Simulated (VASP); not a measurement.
# Re (P6/mmm) in VASP: further runs, part 2 of 3

VASP 6.6.1. The steps go on from the part before.

### Step 3. Single point, PBE

This run uses another cell than the first one, of 15.18 Å³/atom, 1.068 times its volume.

Input file INCAR:

```
SYSTEM = Re
PREC = Accurate
ENCUT = 520
EDIFF = 1E-6
ISMEAR = 0
SIGMA = 0.1
LREAL = .FALSE.
LASPH = .TRUE.
NELM = 100
ALGO = Normal
ISIF = 2
LWAVE = .FALSE.
LCHARG = .TRUE.
GGA = PE
LELF = .TRUE.
LVHAR = .TRUE.
NBANDS = 18
```

Input file KPOINTS:

```
regular mesh
0
G
  6 6 6
  0 0 0
```

Input file POSCAR:

```
Re
1.0
    4.3849637785      0.0000000000      0.0000000000
   -2.1924818892      3.7974900268      0.0000000000
    0.0000000000      0.0000000000      2.7350445701
Re
3
Direct
    0.3333333333      0.6666666667      0.5000000000
    0.0000000000      0.0000000000      0.0000000000
    0.6666666667      0.3333333333      0.5000000000
```

Potentials or basis: VASP PAW PBE potentials, release 64 (Re).

Run with:

```sh
$ cat potpaw_PBE.64/Re/POTCAR > POTCAR
$ mpirun -np 1 vasp_std > vasp.out
```

OUTCAR:

```text
SYSTEM = Re
   PREC = Accurate
   ENCUT = 520
   EDIFF = 1E-6
   ISMEAR = 0
   LREAL = .FALSE.
   LASPH = .TRUE.
   NELM = 100
   ISIF = 2
   GGA = PE

 ion  position               nearest neighbor table
   1  0.333  0.667  0.500-   3 2.53   3 2.53   3 2.53   2 2.88   2 2.88   2 2.88   2 2.88   2 2.88
                             2 2.88
   2  0.000  0.000  0.000-   1 2.88   3 2.88   1 2.88   3 2.88   1 2.88   1 2.88   3 2.88   3 2.88
                             3 2.88   3 2.88   1 2.88   1 2.88
   3  0.667  0.333  0.500-   1 2.53   1 2.53   1 2.53   2 2.88   2 2.88   2 2.88   2 2.88   2 2.88
                             2 2.88

  LATTYP: Found a hexagonal cell.
 ALAT       =     4.3849637785
 C/A-ratio  =     0.6237325342

  Lattice vectors:

 A1 = (   4.3849637785,   0.0000000000,   0.0000000000)
 A2 = (  -2.1924818892,   3.7974900268,   0.0000000000)
 A3 = (   0.0000000000,   0.0000000000,   2.7350445701)

Analysis of symmetry for initial positions (statically):
=====================================================================
 Subroutine PRICEL returns:
 Original cell was already a primitive cell.

 Routine SETGRP: Setting up the symmetry group for a
 hexagonal supercell.

 Subroutine GETGRP returns: Found 24 space group operations
 (whereof 24 operations were pure point group operations)
 out of a pool of 24 trial point group operations.

The static configuration has the point symmetry D_6h.

Analysis of symmetry for dynamics (positions and initial velocities):
=====================================================================
 Subroutine PRICEL returns:
 Original cell was already a primitive cell.

 Routine SETGRP: Setting up the symmetry group for a
 hexagonal supercell.

 Subroutine GETGRP returns: Found 24 space group operations
 (whereof 24 operations were pure point group operations)
 out of a pool of 24 trial point group operations.

The dynamic configuration has the point symmetry D_6h.

 Subroutine INISYM returns: Found 24 space group operations
 (whereof 24 operations are pure point group operations),
 and found     1 'primitive' translations

----------------------------------------------------------------------------------------

                                     Primitive cell

  volume of cell :      45.5436

  direct lattice vectors                    reciprocal lattice vectors
     4.384963779  0.000000000  0.000000000     0.228052055  0.131665915  0.000000000
    -2.192481889  3.797490027  0.000000000     0.000000000  0.263331830  0.000000000
     0.000000000  0.000000000  2.735044570     0.000000000  0.000000000  0.365624755

  length of vectors
     4.384963779  4.384963778  2.735044570     0.263331830  0.263331830  0.365624755

  position of ions in fractional coordinates (direct lattice)
     0.333333333  0.666666667  0.500000000
     0.000000000  0.000000000  0.000000000
     0.666666667  0.333333333  0.500000000

  ion indices of the primitive-cell ions
   primitive index   ion index
                 1           1
                 2           2
                 3           3

----------------------------------------------------------------------------------------

 KPOINTS: regular mesh

Automatic generation of k-mesh.
 Grid dimensions read from file:
 generate k-points for:    6    6    6

 Generating k-lattice:

  Cartesian coordinates                     Fractional coordinates (reciprocal lattice)
     0.038008676  0.021944319  0.000000000     0.166666667  0.000000000  0.000000000
     0.000000000  0.043888638  0.000000000     0.000000000  0.166666667  0.000000000
     0.000000000  0.000000000  0.060937459     0.000000000  0.000000000  0.166666667

  Length of vectors
     0.043888638  0.043888638  0.060937459

  Shift w.r.t. Gamma in fractional coordinates (k-lattice)
     0.000000000  0.000000000  0.000000000

 Subroutine IBZKPT returns following result:
 ===========================================

 Found     28 irreducible k-points:

 Following reciprocal coordinates:
            Coordinates               Weight
  0.000000  0.000000  0.000000      1.000000
  0.166667  0.000000  0.000000      6.000000
  0.333333 -0.000000  0.000000      6.000000
  0.500000  0.000000  0.000000      3.000000
  0.166667  0.166667  0.000000      6.000000
  0.333333  0.166667  0.000000     12.000000
[... 16 lines left out ...]
  0.166667  0.000000  0.500000      6.000000
  0.333333 -0.000000  0.500000      6.000000
 [... further k-points ...]
   k-points           NKPTS =     28   k-points in BZ     NKDIM =     28   number of bands    NBANDS=     18
   number of dos      NEDOS =    301   number of ions     NIONS =      3
   total plane-waves  NPLWV =  25920
   dimension x,y,z NGX =    36 NGY =   36 NGZ =   20
   dimension x,y,z NGXF=    72 NGYF=   72 NGZF=   40
   ions per type =               3
   NGX,Y,Z   is equivalent  to a cutoff of  13.65, 13.65, 12.16 a.u.
   NGXF,Y,Z  is equivalent  to a cutoff of  27.30, 27.30, 24.31 a.u.
 SYSTEM =  Re
   PREC   = accura    normal or accurate (medium, high low for compatibility)
   ISTART =      0    job   : 0-new  1-cont  2-samecut
   ICHARG =      2    charge: 1-file 2-atom 10-const
   ISPIN  =      1    spin polarized calculation?
   LNONCOLLINEAR =      F non collinear calculations
   LSORBIT =      F    spin-orbit coupling
   LASPH  =      T    aspherical Exc in radial PAW
   ENCUT  =  520.0 eV  38.22 Ry    6.18 a.u.   8.15  8.15  5.09*2*pi/ulx,y,z
   NELM   =    100;   NELMIN=  2; NELMDL= -5     # of ELM steps
   EDIFF  = 0.1E-05   stopping-criterion for ELM
   LREAL  =      F    real-space projection
   EDIFFG = 0.1E-04   stopping-criterion for IOM
   NSW    =      0    number of steps for IOM
   IBRION =     -1    ionic relax: 0-MD 1-quasi-New 2-CG
   NFREE  =      0    steps in history (QN), initial steepest desc. (CG)
   ISIF   =      2    stress and relaxation
   ISYM   =      2    0-nonsym 1-usesym 2-fastsym
   POTIM  = 0.5000    time-step for ionic-motion
   TEBEG  =    0.0;   TEEND  =   0.0 temperature during run
   PSTRESS=    0.0 pullay stress
   NELECT =      21.0000    total number of electrons
   NUPDOWN=      -1.0000    fix difference up-down
   EMIN   =  10.00;   EMAX   =-10.00  energy-range for DOS
   EFERMI =   0.00;   METHOD = LEGACY
   ISMEAR =     0;   SIGMA  =   0.10  broadening in eV -4-tet -1-fermi 0-gaus
   EFERMI_NEDOS =   21; number of points for ismear=-14 and -15
   IALGO  =     38    algorithm
   IMIX   =      4    mixing-type and parameters
     AMIX     =   0.40;   BMIX     =  1.00
     AMIX_MAG =   1.60;   BMIX_MAG =  1.00
  volume/ion in A,a.u.               =      15.18       102.45
  Fermi-wavevector in a.u.,A,eV,Ry     =   1.264753  2.390036 21.763867  1.599599
  Thomas-Fermi vector in A             =   2.398041
   LORBIT       =      0    0 simple, 1 ext, 2 COOP (PROOUT), +10 PAW based schemes
   GGA     = PE    functional components
   LHFCALC =     F    Hartree Fock is set to
   AEXX    =    0.0000 exact exchange contribution
   IVDW    =     0    specifies the selected vdW correction
   LEPSILON=     F    determine dielectric tensor
   LRPA    =     F    only Hartree local field effects (RPA)
 non-spin polarized calculation
 Gauss-broadening in eV      SIGMA  =   0.10
  energy-cutoff  :      520.00
  volume of cell :       45.54
 maximum number of plane-waves:      1254
 NGX is ok and might be reduce to    36
   NGX = 17   NGY = 17   NGZ = 11

 number of electron      21.0000002 magnetization

 Free energy of the ion-electron system (eV)
  ---------------------------------------------------
  ext. energy  EPLUGINS =         0.00000000
  ---------------------------------------------------
  free energy    TOTEN  =       -36.79005677 eV

  energy without entropy =      -36.77467334  energy(sigma->0) =      -36.78236506

 E-fermi :   7.4921     XC(G=0): -13.5397

 val. band max:        7.4389183365   @ k =   0.3333   0.1667   0.3333
 cond. band min:       7.4993703634   @ k =   0.3333  -0.0000   0.0000
 fundamental gap:      0.0604520269
 Fermi energy:         7.4921381653

 k-point     1 :       0.0000    0.0000    0.0000
  band No.  band energies     occupation
      1      -2.1263      2.00000
      2       1.8249      2.00000
      3       4.4098      2.00000
      4       4.7687      2.00000
      5       4.7687      2.00000
      6       4.7937      2.00000
[... 481 lines left out ...]
      5       3.9334      2.00000
      6       4.3388      2.00000
[... 10 lines left out ...]
     17      13.6957      0.00000
     18      16.3730      0.00000

 [... further k-points ...]

------------------------ aborting loop because EDIFF is reached ----------------------------------------

  FORCE on cell =-STRESS in cart. coord.  units (eV):
  Direction    XX          YY          ZZ          XY          YZ          ZX
  --------------------------------------------------------------------------------------
  -------------------------------------------------------------------------------------
  Total       -0.2896916     -0.2896916     -0.0136410     -0.0000000     -0.0000000      0.0000000
  in kB      -10.1910612    -10.1910612     -0.4798768     -0.0000000     -0.0000000      0.0000000
  external PRESSURE =      -6.9539997 kB  Pullay stress =       0.0000000 kB

 VOLUME and BASIS-vectors are now :
 -----------------------------------------------------------------------------
  energy-cutoff  :      520.00
  volume of cell :       45.54
      direct lattice vectors                 reciprocal lattice vectors
     4.384963779  0.000000000  0.000000000     0.228052055  0.131665915  0.000000000
    -2.192481889  3.797490027  0.000000000     0.000000000  0.263331830  0.000000000
     0.000000000  0.000000000  2.735044570     0.000000000  0.000000000  0.365624755

 POSITION                                       TOTAL-FORCE (eV/Angst)
 -----------------------------------------------------------------------------------
     -0.00000      2.53166      1.36752         0.000000     -0.000000      0.000000
      0.00000      0.00000      0.00000         0.000000      0.000000      0.000000
      2.19248      1.26583      1.36752        -0.000000      0.000000      0.000000
 -----------------------------------------------------------------------------------
    total drift:                                0.000000      0.000000     -0.000000

  FREE ENERGIE OF THE ION-ELECTRON SYSTEM (eV)
  ---------------------------------------------------
  free  energy   TOTEN  =       -36.7900567720 eV

  energy  without entropy=      -36.7746733423  energy(sigma->0) =      -36.78236506
```

stdout:

```text
POSCAR found type information on POSCAR Re
 POSCAR found :  1 types and       3 ions
 scaLAPACK will be used
 LDA part: xc-table for (Slater+PW92), standard interpolation
 POSCAR, INCAR and KPOINTS ok, starting setup
 FFT: planning ... GRIDC
 FFT: planning ... GRID_SOFT
 FFT: planning ... GRID
 WAVECAR not read
 entering main loop
```

Wall time 15 s (1 thread of Intel Xeon Platinum 8488C (Sapphire Rapids), shared host); peak memory 0.17 GiB.

What came out:

```
Free energy : -36.7901 eV
Pressure    : -0.7 GPa
```

Stress tensor (GPa, compression positive):
```
-1.02  0.00  0.00
 0.00 -1.02  0.00
 0.00  0.00 -0.05
```

Caveat: the k points lie up to 0.38 Å⁻¹ apart; spin-orbit coupling is left out, which moves the levels of the heavy elements.

(Continued in part 3 of 3.)
